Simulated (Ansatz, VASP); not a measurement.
## Cs in VASP and in Ansatz

INCAR

```
SYSTEM = Cs
ALGO = Normal
EDIFF = 1E-6
ENCUT = 520
GGA = PE
ISIF = 2
ISMEAR = 0
LASPH = .TRUE.
LCHARG = .TRUE.
LELF = .TRUE.
LREAL = .FALSE.
LVHAR = .TRUE.
LWAVE = .FALSE.
NBANDS = 10
NELM = 60
PREC = Accurate
SIGMA = 0.1
```

The input KPOINTS:

```
k-points
0
G
  4 4 4
  0 0 0
```

POSCAR

```
Cs
1.0
    5.0390102000      0.0000000000      0.0000000000
    0.0000000000      5.0390102000      0.0000000000
    0.0000000000      0.0000000000      5.0390102000
Cs
1
Direct
    0.5000000000      0.5000000000      0.5000000000
```

Input for Ansatz:

```yaml
crystal:
  lattice:
    - [5.0390102, 0.0, 0.0]
    - [0.0, 5.0390102, 0.0]
    - [0.0, 0.0, 5.0390102]
  atoms:
    - { symbol: Cs, position: [0.5, 0.5, 0.5] }
basis:
  ecutwfc: 420
kpoints:
  mp_grid: { grid: [4, 4, 4] }
hamiltonian:
  xc: pbe
scf:
  occupations: { method: gaussian, width: 0.1 }
  lower_state_search: "off"
output:
  forces: true
  stress: true
  eigenvalues: true
```

Alike in both runs: task single point; functional PBE; k mesh 4 × 4 × 4; occupations gaussian, width 0.1 eV; no spin polarisation.

```csv
,VASP,Ansatz
version,VASP 6.6.1,Ansatz 0.2.0
potentials or method,"VASP PAW PBE potentials, release 64 (Cs_sv), cutoff 520 eV","scalar-relativistic, plane waves, PAW"
valence electrons in the cell,9,9
```

|  | VASP | Ansatz | Ansatz less VASP |
| --- | --- | --- | --- |
| gap on the k mesh at the Fermi level (eV) | none | none | - |
| pressure (GPa) | 0.0 | 0.0 | 0.00 |

A gap of «none» marks a metal or a gap that the smearing closes.

Neither program's run includes spin-orbit coupling.
